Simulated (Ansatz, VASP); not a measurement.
# Two plane-wave programs on Zr2NbN3

```
Zr Nb N
1.0
     5.50077    0.00000    0.00000
    -2.75038    4.76380    0.00000
     0.00000    0.00000    3.01058
Zr Nb N
2 1 3
Direct
  0.66667 0.33333 0.00000
  0.33333 0.66667 0.00000
  0.00000 0.00000 0.00000
  0.00000 0.50000 0.50000
  0.50000 0.00000 0.50000
  0.50000 0.50000 0.50000
```

Change from the starting cell: species swapped into the NdB2Ru3 type (P6/mmm, No. 191).

Alike in both runs: task single point; functional PBE; k mesh 6 × 6 × 6; occupations gaussian, width 0.1 eV; no spin polarisation.

|  | VASP | Ansatz |
| --- | --- | --- |
| version | VASP 6.6.1 | Ansatz 0.2.0 |
| potentials or method | VASP PAW PBE potentials, release 64 (Zr_sv, Nb_sv, N), cutoff 520 eV | scalar-relativistic, plane waves, PAW |
| valence electrons in the cell | 52 | 52 |

```csv
,VASP,Ansatz,Ansatz less VASP
gap on the k mesh at the Fermi level (eV),none,none,-
pressure (GPa),6.3,6.1,-0.14
"traceless stress, the component that is largest in VASP (GPa)",-9.83,-9.91,-0.082
```

A gap of «none» marks a metal or a gap that the smearing closes.
